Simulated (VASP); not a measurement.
HfS4:

```
Hf S
1.0
     4.99456    0.00000    0.00000
    -2.49728    4.32542    0.00000
     0.00000    0.00000    6.24016
Hf S
1 4
Direct
  0.00000 0.00000 0.50000
  0.00000 0.00000 0.79601
  0.00000 0.00000 0.20399
  0.33333 0.66667 0.50000
  0.66667 0.33333 0.50000
```

```yaml
Program: VASP 6.6.1
Task: relaxation of cell and atoms
Functional: PBE
Potentials_or_basis: VASP PAW PBE potentials, release 64 (Hf_pv, S)
Cutoff: 600 eV
k_mesh: 6 × 6 × 4
Occupations: gaussian, width 0.1 eV
Spin: no spin polarisation
```

At the start: pressure 22.7 GPa; volume 26.96 Å³/atom.

Problem. Where does the relaxation end?

Solution. Over 14 steps the energy falls by 1622.6 meV/atom and the volume is 25.42 Å³/atom (-5.7 %); space group P6/mmm (No. 191, to 0.05 Å).

The path:
```csv
step,energy change (eV),largest force (eV/Å),pressure (GPa),volume (Å³)
1,0.0000,17.8575,22.66,134.81
2,7.9981,80.4233,23.88,203.64
3,-6.2981,4.6008,-5.63,165.06
4,-6.5731,3.4797,-6.52,162.30
5,-7.4786,0.2652,-7.05,148.76
6,-7.4348,1.7763,-5.27,144.51
7,-7.4961,0.7033,-6.59,147.32
8,-7.4960,0.8070,-6.48,147.02
9,-8.0354,1.8397,0.50,127.87
10,-8.0364,1.6721,0.06,128.70
11,-7.9835,1.6394,1.71,122.57
12,-8.1118,0.0522,0.38,126.13
13,-8.1118,0.0239,0.36,126.18
14,-8.1130,0.0242,-0.13,127.08
```

Final structure:
```xyz
5
Lattice="4.6210 0.0000 0.0000 -2.3105 4.0019 0.0000 0.0000 0.0000 6.8716" Properties=species:S:1:pos:R:3 pbc="T T T"
Hf    0.0000    0.0000    3.4358
S     4.6210    0.0000    5.9068
S    -2.3105    4.0019    0.9648
S     0.0000    2.6679    3.4358
S     2.3105    1.3340    3.4358
```
